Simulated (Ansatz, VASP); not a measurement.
# Two plane-wave programs on P

The input INCAR:

```
SYSTEM = P
PREC = Accurate ; ENCUT = 520
EDIFF = 1E-8 ; ISMEAR = -1
SIGMA = 0.03 ; LREAL = .False.
LASPH = .True. ; NELM = 60
ALGO = Normal ; ISIF = 2
LWAVE = .False. ; LCHARG = .False.
GGA = PE ; LEFG = .True.
NBANDS = 8
```

The input KPOINTS:

```
regular mesh
0
Gamma
  8 8 8
  0 0 0
```

File POSCAR:

```
P
1.0
    4.2729048574      0.0000000000      0.0000000000
    0.0000000000      4.2729048574      0.0000000000
    0.0000000000      0.0000000000      4.3780000000
P
1
Direct
    0.0000000000      0.0000000000      0.0000000000
```

Input for Ansatz:

```yaml
crystal:
  lattice:
    - [4.2729048574, 0.0, 0.0]
    - [0.0, 4.2729048574, 0.0]
    - [0.0, 0.0, 4.378]
  atoms:
    - { symbol: P, position: [0.0, 0.0, 0.0] }
kpoints:
  mp_grid: { grid: [8, 8, 8] }
  band_path:
    path:
      - [0.0, 0.0, 0.0]
      - [0.0, 0.5, 0.0]
      - [0.5, 0.5, 0.0]
      - [0.0, 0.0, 0.0]
      - [0.0, 0.0, 0.5]
      - [0.0, 0.5, 0.5]
      - [0.5, 0.5, 0.5]
      - [0.0, 0.0, 0.5]
      - [0.0, 0.5, 0.0]
    npoints: 8
scf:
  occupations: { method: fermi_dirac, width: 0.03 }
hamiltonian:
  xc: pbe
  pseudopotentials: { kind: paw }
output:
  forces: true
  stress: true
  eigenvalues: true
  efg: { contact_densities: true }
  populations: true
  bader: true
  dos: { projected: true, de: 0.2, e_range: [-14, 8] }
```

Alike in both runs: task electric field gradients; functional PBE; k mesh 8 × 8 × 8; occupations fermi-dirac, width 0.03 eV; no spin polarisation.

|  | VASP | Ansatz |
| --- | --- | --- |
| version | VASP 6.6.1 | Ansatz 0.2.0 |
| potentials or method | VASP PAW PBE potentials, release 64 (P) | PAW with Ansatz's default frozen-core files, scalar-relativistic |
| plane-wave cutoff (eV) | 520 | 420 |
| valence electrons in the cell | 5 | 5 |

|  | VASP | Ansatz | Ansatz less VASP |
| --- | --- | --- | --- |
| pressure (GPa) | -3.6 | -3.6 | +0.01 |
| traceless stress, the component that is largest in VASP (GPa) | 0.24 | 0.24 | 0.000 |
| size of Vzz on the site where it differs most (V/Å²) | 0.6 | 0.6 | -0.03 |
